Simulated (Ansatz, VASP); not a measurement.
**Two plane-wave programs on C**

INCAR

```
ALGO = Normal ; DIPOL = 0.5 0.5 0.500
EDIFF = 1E-6 ; ENCUT = 520
GGA = PE ; IDIPOL = 3
ISIF = 2 ; ISMEAR = 0
IVDW = 12 ; LASPH = True
LCHARG = False ; LDIPOL = True
LREAL = False ; LWAVE = False
NBANDS = 11 ; NELM = 100
PREC = Accurate ; SIGMA = 0.1
```

KPOINTS

```
k-points
0
Gamma
  21 21 1
```

Contents of POSCAR:

```
C
1.0
    2.5660000000      0.0000000000      0.0000000000
   -1.2830000000      2.2222211861      0.0000000000
    0.0000000000      0.0000000000     26.0024170307
C
2
Direct
    0.6666666667      0.3333333333      0.5054994888
    0.3333333333      0.6666666667      0.4945005112
```

Input for Ansatz:

```yaml
crystal:
  lattice:
    - [2.566, 0.0, 0.0]
    - [-1.283, 2.2222211861, 0.0]
    - [0.0, 0.0, 26.0024170307]
  atoms:
    - { symbol: C, position: [0.6666666667, 0.3333333333, 0.5054994888] }
    - { symbol: C, position: [0.3333333333, 0.6666666667, 0.4945005112] }
  periodic: [true, true, false]
basis:
  ecutwfc: 420
kpoints:
  mp_grid: { grid: [21, 21, 1] }
hamiltonian:
  xc: pbe
  pseudopotentials: { kind: paw, azcp: { folder: soft_1 } }
  dispersion: d3bj
scf:
  occupations: { method: gaussian, width: 0.1 }
output:
  forces: true
  stress: true
  eigenvalues: true
  write_density: true
  write_potential: true
  elf: true
  volumetric_format: npy
```

Alike in both runs: task single point; functional PBE; dispersion D3(BJ); k mesh 21 × 21 × 1; occupations gaussian, width 0.1 eV; no spin polarisation.

|  | VASP | Ansatz |
| --- | --- | --- |
| version | VASP 6.6.1 | Ansatz 0.2.0 |
| potentials or method | VASP PAW PBE potentials, release 64 (C), cutoff 520 eV | scalar-relativistic, plane waves, PAW |
| valence electrons in the cell | 8 | 8 |

Ansatz gave:

| Property | Result |
| --- | --- |
| gap on the k mesh at the Fermi level (eV) | none |
| rms of the force components (eV/Å) | 2.730 |

Q: What did VASP give for the same quantities?

A: gap on the k mesh at the Fermi level (eV): none; rms of the force components (eV/Å): 2.720.

Atom by atom the forces differ by 0.010 eV/Å (rms over components). A gap of «none» marks a metal or a gap that the smearing closes. Ansatz's warnings: xc potential rough in thin density.
